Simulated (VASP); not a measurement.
Wanted: the native input for a VASP 6.6.1 run.

```yaml
Task: single point
Functional: r2SCAN0
Potentials_or_basis: VASP PAW PBE potentials, release 64 (Zr_sv, B)
Cutoff: 520 eV
k_mesh: 6 × 6 × 4
Occupations: fermi-dirac, width 0.05 eV
Spin: no spin polarisation
Dipole_correction: no
Grid_for_exact_exchange_PRECFOCK: Normal
Further_INCAR_settings: ALGO = Normal; EDIFF = 1e-06; NBANDS = 16
```

ZrB2:

```
CELL_PARAMETERS angstrom
3.17000 0.00000 0.00000
-1.58500 2.74530 0.00000
0.00000 0.00000 3.53300
ATOMIC_POSITIONS crystal
Zr 0.00000 0.00000 0.00000
B 0.66667 0.33333 0.50000
B 0.33333 0.66667 0.50000
```

These files were run (other wordings do the same):

POSCAR

```
ZrB2
1.0
    3.1700000000      0.0000000000      0.0000000000
   -1.5850000000      2.7453005300      0.0000000000
    0.0000000000      0.0000000000      3.5330000000
Zr B
1 2
Direct
    0.0000000000      0.0000000000      0.0000000000
    0.6666666667      0.3333333333      0.5000000000
    0.3333333333      0.6666666667      0.5000000000
```

INCAR.step1

```
PREC = Accurate
ENCUT = 520
EDIFF = 1E-5
ISMEAR = -1
SIGMA = 0.05
LREAL = F
LASPH = T
NELM = 60
ALGO = Normal
ISIF = 2
LWAVE = T
LCHARG = F
GGA = PE
NBANDS = 16
```

INCAR.step2

```
PREC = Accurate
ENCUT = 520
EDIFF = 1E-6
ISMEAR = -1
SIGMA = 0.05
LREAL = F
LASPH = T
NELM = 60
ALGO = Normal
ISIF = 2
LWAVE = F
LCHARG = F
METAGGA = R2SCAN
LHFCALC = T
AEXX = 0.25
LMIXTAU = T
PRECFOCK = Normal
ISTART = 1
NBANDS = 16
```

KPOINTS

```
regular mesh
0
Gamma
  6 6 4
```

Potentials or basis: VASP PAW PBE potentials, release 64 (Zr_sv, B).

Command:

```bash
$ cat potpaw_PBE.64/Zr_sv/POTCAR potpaw_PBE.64/B/POTCAR > POTCAR
$ cp INCAR.step1 INCAR
$ mpirun -np 1 vasp_std > vasp.out
$ cp INCAR.step2 INCAR
$ mpirun -np 1 vasp_std > vasp.out
```

It gave:

The pressure is -1.8 GPa. The band gap on the k mesh is zero (band 9 reaches 11.58 eV, above the bottom of band 10 at 10.58 eV).

Caveat: the k points lie up to 0.44 Å⁻¹ apart; the PAW data sets were made with another functional, which shifts forces and pressure a little.

Wall time 31 min on 1 thread of Oxide Virtual Turin-like Processor, on a shared host, peak memory 0.13 GiB.
